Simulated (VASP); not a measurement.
Runs of VASP 6.6.1 on Fe. The structure is that of space group P6/mmm (No. 191), or close to it. The cells are those of the table. This isn't the form of Fe at room conditions, which is bcc.

| cell | smearing | gap on the mesh (eV) | pressure (GPa) | moment (μB) |
| --- | --- | --- | --- | --- |
| a = 2.393, b = 2.393, c = 2.301 Å, angles 90.0, 90.0, 120.0°, 1 atom | fermi-dirac 0.08 eV | none | 15.0 | 2.11 |
| a = 2.306, b = 2.306, c = 2.203 Å, angles 90.0, 90.0, 120.0°, 1 atom | fermi-dirac 0.08 eV | none | (a) | 1.82 |
| a = 2.479, b = 2.479, c = 2.381 Å, angles 90.0, 90.0, 120.0°, 1 atom | fermi-dirac 0.08 eV | none | -0.2 | 2.46 |
| a = 2.393, b = 2.393, c = 2.301 Å, angles 90.0, 90.0, 120.0°, 1 atom | tetrahedron | none | 15.7 | 2.14 |
| a = 2.245, b = 2.245, c = 2.033 Å, angles 90.0, 90.0, 120.0°, 1 atom | fermi-dirac 0.08 eV | none | (b) | 0.43 |

Alike in all rows: task single point; level PBE; potentials or basis VASP PAW PBE potentials, release 64 (Fe); spin collinear, ferromagnetic start; k mesh 18 × 18 × 16; cutoff (eV) 520.

Task: Fill in the values left out.

Result: (a) 46.3; (b) 86.0.

Caveats: the cell stands under pressure (at least some runs).

A gap of «none» marks levels without a gap at the run's occupations.
